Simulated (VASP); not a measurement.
AlRu: single point with PBE

The system is AlRu.

```
Al Ru
1.0
     2.98250    0.00000    0.00000
     0.00000    2.98250    0.00000
     0.00000    0.00000    2.98250
Al Ru
1 1
Direct
  0.00000 0.00000 0.00000
  0.50000 0.50000 0.50000
```

```
Program             : VASP 6.6.1
Task                : single point
Functional          : PBE
Potentials or basis : VASP PAW PBE potentials, release 64 (Al, Ru_pv)
Cutoff              : 500 eV
k mesh              : 2 × 2 × 2, shifted
Occupations         : gaussian, width 0.1 eV
Spin                : no spin polarisation
```

```
Pressure : 7.4 GPa
```

Levels at points of the mesh, in eV from the Fermi level:
| k point | band 5 | band 6 | band 7 | band 8 | band 9 | band 10 | band 11 | band 12 | band 13 | band 14 |
| --- | --- | --- | --- | --- | --- | --- | --- | --- | --- | --- |
| (0.12, 0.12, 0.12) | -3.12 | -3.12 | -0.44 | -0.24 | -0.24 | 5.89 | 5.89 | 6.44 | 12.17 | 12.17 |

Run time: 7.5 s on 1 thread of Intel(R) Xeon(R) 6975P-C (Granite Rapids), on a shared host, peak memory 0.14 GiB.

Caveat: the k points lie up to 1.05 Å⁻¹ apart.
